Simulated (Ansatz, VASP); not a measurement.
**One calculation of Sn3PbSe4, two programs**

Contents of INCAR:

```
SYSTEM = Sn3PbSe4
  PREC = Accurate
  ENCUT = 520
  EDIFF = 1E-7
  ISMEAR = 0
  SIGMA = 0.1
  LREAL = .FALSE.
  LASPH = .TRUE.
  NELM = 80
  ALGO = Normal
  ISIF = 2
  LWAVE = .FALSE.
  LCHARG = .FALSE.
  GGA = PE
  NBANDS = 50
```

The input KPOINTS:

```
Automatic mesh
0
G
  6 6 6
  0 0 0
```

POSCAR

```
Sn3PbSe4
1.0
    5.9790537923      0.0000000000      0.0000000000
    0.0000000000      5.9790537923      0.0000000000
    0.0000000000      0.0000000000      5.9790537923
Sn Pb Se
3 1 4
Direct
    0.5000000000      0.0000000000      0.0000000000
    0.0000000000      0.0000000000      0.5000000000
    0.0000000000      0.5000000000      0.0000000000
    0.5000000000      0.5000000000      0.5000000000
    0.0000000000      0.5000000000      0.5000000000
    0.5000000000      0.5000000000      0.0000000000
    0.0000000000      0.0000000000      0.0000000000
    0.5000000000      0.0000000000      0.5000000000
```

Input for Ansatz:

```yaml
crystal:
  lattice:
    - [5.9790537923, 0.0, 0.0]
    - [0.0, 5.9790537923, 0.0]
    - [0.0, 0.0, 5.9790537923]
  atoms:
    - { symbol: Sn, position: [0.5, 0.0, 0.0] }
    - { symbol: Sn, position: [0.0, 0.0, 0.5] }
    - { symbol: Sn, position: [0.0, 0.5, 0.0] }
    - { symbol: Pb, position: [0.5, 0.5, 0.5] }
    - { symbol: Se, position: [0.0, 0.5, 0.5] }
    - { symbol: Se, position: [0.5, 0.5, 0.0] }
    - { symbol: Se, position: [0.0, 0.0, 0.0] }
    - { symbol: Se, position: [0.5, 0.0, 0.5] }
basis:
  ecutwfc: 420
kpoints:
  mp_grid: { grid: [6, 6, 6] }
hamiltonian:
  xc: pbe
scf:
  occupations: { method: gaussian, width: 0.1 }
output:
  forces: true
  stress: true
  eigenvalues: true
```

Alike in both runs: task single point; functional PBE; k mesh 6 × 6 × 6; occupations gaussian, width 0.1 eV; no spin polarisation.

|  | VASP | Ansatz |
| --- | --- | --- |
| version | VASP 6.6.1 | Ansatz 0.2.0 |
| potentials or method | VASP PAW PBE potentials, release 64 (Sn_d, Pb_d, Se), cutoff 520 eV | scalar-relativistic, plane waves, PAW |
| valence electrons in the cell | 80 | 120 |

|  | VASP | Ansatz | Ansatz less VASP |
| --- | --- | --- | --- |
| gap on the k mesh at the Fermi level (eV) | none | none | - |
| pressure (GPa) | 3.4 | 3.4 | +0.01 |

A gap of «none» marks a metal or a gap that the smearing closes. VASP's potentials hold 80 valence electrons a cell and Ansatz's 120, so a difference there can come from the potentials and not from the codes.

Neither program's run includes spin-orbit coupling.
